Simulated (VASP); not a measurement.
# CuI (F-43m) in VASP: notebook, part 2 of 2

VASP 6.6.1. The steps go on from the part before.

## Step 3: Single point, r2SCAN (28.96 Å³/atom)

This run uses another cell than the first one, of 28.96 Å³/atom.

File POSCAR:

```
CuI
1.0
    0.0000000000      3.0708027619      3.0708027619
    3.0708027619      0.0000000000      3.0708027619
    3.0708027619      3.0708027619      0.0000000000
Cu I
1 1
Direct
    0.2500000000      0.2500000000      0.2500000000
    0.0000000000      0.0000000000      0.0000000000
```

File INCAR.step1:

```
PREC     = Accurate       # precision mode
ENCUT    = 520            # plane-wave cutoff, eV
ISMEAR   = 0              # smearing method
SIGMA    = 0.02           # smearing width, eV
LREAL    = F              # projectors in reciprocal space
LASPH    = T              # aspherical terms in the spheres
NELM     = 100            # most SCF steps
NBANDS   = 16             # bands
GGA      = PE             # functional
ALGO     = Normal         # electronic algorithm
EDIFF    = 1E-4           # SCF threshold, eV
LWAVE    = T              # write WAVECAR
LCHARG   = F              # write CHGCAR
```

File INCAR.step2:

```
PREC     = Accurate       # precision mode
ENCUT    = 520            # plane-wave cutoff, eV
EDIFF    = 1E-6           # SCF threshold, eV
ISMEAR   = 0              # smearing method
SIGMA    = 0.02           # smearing width, eV
LREAL    = F              # projectors in reciprocal space
LASPH    = T              # aspherical terms in the spheres
NELM     = 100            # most SCF steps
ALGO     = Normal         # electronic algorithm
ISIF     = 2              # what is computed and relaxed
LWAVE    = F              # write WAVECAR
LCHARG   = F              # write CHGCAR
METAGGA  = R2SCAN         # meta-GGA
LMIXTAU  = T            
NBANDS   = 16             # bands
ISTART   = 1
```

File KPOINTS:

```
regular mesh
0
Gamma
  8 8 8
```

Potentials or basis: VASP PAW PBE potentials, release 64 (Cu, I).

The run is started by

```bash
> cat potpaw_PBE.64/Cu/POTCAR potpaw_PBE.64/I/POTCAR > POTCAR
> cp INCAR.step1 INCAR
> mpirun -np 1 vasp_std > vasp.out
> cp INCAR.step2 INCAR
> mpirun -np 1 vasp_std > vasp.out
```

Wall time 90 s (1 thread of Intel Xeon 8259CL, shared host); peak memory 0.2 GiB.

It converged, with:

```yaml
Free_energy: -35.7716 eV
Pressure: -2.3 GPa
Band_gap_on_the_k_mesh: 1.51 eV
```

Levels at points of the mesh, in eV from the valence-band top:
```tsv
k point	band 7	band 8	band 9	band 10	band 11	band 12
(0.00, 0.00, 0.00)	0.00	0.00	0.00	1.51	5.29	5.29
(0.50, 0.00, 0.00)	-1.62	-0.65	-0.65	2.52	5.77	5.77
(0.50, 0.50, 0.00)	-1.59	-1.37	-1.37	3.01	3.20	9.51
```

Caveat: the PAW data sets were made with another functional, which shifts forces and pressure a little; spin-orbit coupling is left out, which moves the levels of the heavy elements. r2SCAN opens gaps a little over a GGA but as a rule still falls short of measured ones.

## Step 4: Single point, r2SCAN (30.05 Å³/atom)

This run uses another cell than the first one, of 30.05 Å³/atom.

File POSCAR:

```
CuI
1.0
    0.0000000000      3.1089532810      3.1089532810
    3.1089532810      0.0000000000      3.1089532810
    3.1089532810      3.1089532810      0.0000000000
Cu I
1 1
Direct
    0.2500000000      0.2500000000      0.2500000000
    0.0000000000      0.0000000000      0.0000000000
```

File INCAR.step1:

```
SYSTEM = CuI
PREC     = Accurate       ! precision mode
ENCUT    = 520            ! plane-wave cutoff, eV
ISMEAR   = 0              ! smearing method
SIGMA    = 0.02           ! smearing width, eV
LREAL    = .FALSE.        ! projectors in reciprocal space
LASPH    = .TRUE.         ! aspherical terms in the spheres
NELM     = 100            ! most SCF steps
NBANDS   = 16             ! bands
GGA      = PE             ! functional
ALGO     = Normal         ! electronic algorithm
EDIFF    = 1E-4           ! SCF threshold, eV
LWAVE    = .TRUE.         ! write WAVECAR
LCHARG   = .FALSE.        ! write CHGCAR
```

File INCAR.step2:

```
SYSTEM = CuI
PREC     = Accurate       ! precision mode
ENCUT    = 520            ! plane-wave cutoff, eV
EDIFF    = 1E-6           ! SCF threshold, eV
ISMEAR   = 0              ! smearing method
SIGMA    = 0.02           ! smearing width, eV
LREAL    = .FALSE.        ! projectors in reciprocal space
LASPH    = .TRUE.         ! aspherical terms in the spheres
NELM     = 100            ! most SCF steps
ALGO     = Normal         ! electronic algorithm
ISIF     = 2              ! what is computed and relaxed
LWAVE    = .FALSE.        ! write WAVECAR
LCHARG   = .FALSE.        ! write CHGCAR
METAGGA  = R2SCAN         ! meta-GGA
LMIXTAU  = .TRUE.       
NBANDS   = 16             ! bands
ISTART   = 1
```

File KPOINTS:

```
Automatic mesh
0
G
  8 8 8
  0 0 0
```

Potentials or basis: VASP PAW PBE potentials, release 64 (Cu, I).

The run is started by

```bash
> cat potpaw_PBE.64/Cu/POTCAR potpaw_PBE.64/I/POTCAR > POTCAR
> cp INCAR.step1 INCAR
> mpirun -np 1 vasp_std > vasp.out
> cp INCAR.step2 INCAR
> mpirun -np 1 vasp_std > vasp.out
```

OUTCAR:

```text
SYSTEM = CuI
   PREC = Accurate
   ENCUT = 520
   EDIFF = 1E-6
   ISMEAR = 0
   LREAL = .FALSE.
   LASPH = .TRUE.
   NELM = 100
   ISIF = 2
   METAGGA = R2SCAN
   ISTART = 1

 ion  position               nearest neighbor table
   1  0.250  0.250  0.250-   2 2.69   2 2.69   2 2.69   2 2.69
   2  0.000  0.000  0.000-   1 2.69   1 2.69   1 2.69   1 2.69

  LATTYP: Found a face centered cubic cell.
 ALAT       =     6.2179065620

  Lattice vectors:

[... 642 lines left out ...]
 [... further k-points ...]

------------------------ aborting loop because EDIFF is reached ----------------------------------------

  FORCE on cell =-STRESS in cart. coord.  units (eV):
  Direction    XX          YY          ZZ          XY          YZ          ZX
  --------------------------------------------------------------------------------------
  -------------------------------------------------------------------------------------
  Total       -1.2076197     -1.2076197     -1.2076197      0.0000000     -0.0000000      0.0000000
  in kB      -32.1934985    -32.1934985    -32.1934985      0.0000000     -0.0000000      0.0000000
  external PRESSURE =     -32.1934985 kB  Pullay stress =       0.0000000 kB

 VOLUME and BASIS-vectors are now :
 -----------------------------------------------------------------------------
  energy-cutoff  :      520.00
  volume of cell :       60.10
      direct lattice vectors                 reciprocal lattice vectors
     0.000000000  3.108953281  3.108953281    -0.160825833  0.160825833  0.160825833
     3.108953281  0.000000000  3.108953281     0.160825833 -0.160825833  0.160825833
     3.108953281  3.108953281  0.000000000     0.160825833  0.160825833 -0.160825833

 POSITION                                       TOTAL-FORCE (eV/Angst)
 -----------------------------------------------------------------------------------
      1.55448      1.55448      1.55448        -0.000000     -0.000000     -0.000000
      0.00000      0.00000      0.00000         0.000000      0.000000      0.000000
 -----------------------------------------------------------------------------------
    total drift:                               -0.000009     -0.000009     -0.000009

  FREE ENERGIE OF THE ION-ELECTRON SYSTEM (eV)
  ---------------------------------------------------
  free  energy   TOTEN  =       -35.7344600132 eV

  energy  without entropy=      -35.7344600132  energy(sigma->0) =      -35.73446001
```

Wall time 2.8 min (1 thread of Intel Xeon 8259CL, shared host); peak memory 0.22 GiB.

What came out:

```
Free energy            : -35.7345 eV
Pressure               : -3.2 GPa
Band gap on the k mesh : 1.41 eV
```

Levels at points of the mesh, in eV from the valence-band top:
| k point | band 6 | band 7 | band 8 | band 9 | band 10 | band 11 | band 12 | band 13 |
| --- | --- | --- | --- | --- | --- | --- | --- | --- |
| (0.00, 0.00, 0.00) | -1.54 | 0.00 | 0.00 | 0.00 | 1.41 | 5.33 | 5.33 | 5.33 |
| (0.50, 0.00, 0.00) | -1.52 | -1.49 | -0.60 | -0.60 | 2.48 | 5.80 | 5.80 | 7.52 |
| (0.50, 0.50, 0.00) | -1.48 | -1.46 | -1.25 | -1.25 | 3.08 | 3.21 | 9.25 | 10.01 |

Caveat: the cell stands under tension; the PAW data sets were made with another functional, which shifts forces and pressure a little; spin-orbit coupling is left out, which moves the levels of the heavy elements. r2SCAN opens gaps a little over a GGA but as a rule still falls short of measured ones.

## Step 5: Summary

| cell | gap on the mesh (eV) | pressure (GPa) |
| --- | --- | --- |
| a = 4.301 Å, angles 60.0°, 2 atoms | 1.59 | -1.2 |
| a = 4.343 Å, angles 60.0°, 2 atoms | 1.51 | -2.3 |
| a = 4.397 Å, angles 60.0°, 2 atoms | 1.41 | -3.2 |

Alike in all rows: task single point; level r2SCAN; potentials or basis VASP PAW PBE potentials, release 64 (Cu, I); no spin polarisation; k mesh 8 × 8 × 8; cutoff (eV) 520; smearing gaussian 0.02 eV.

Caveats: the PAW data sets were made with another functional, which shifts forces and pressure a little; spin-orbit coupling is left out, which moves the levels of the heavy elements; the cell stands under tension (at least some runs).

Absolute energies hang on the potentials; compare differences alone.
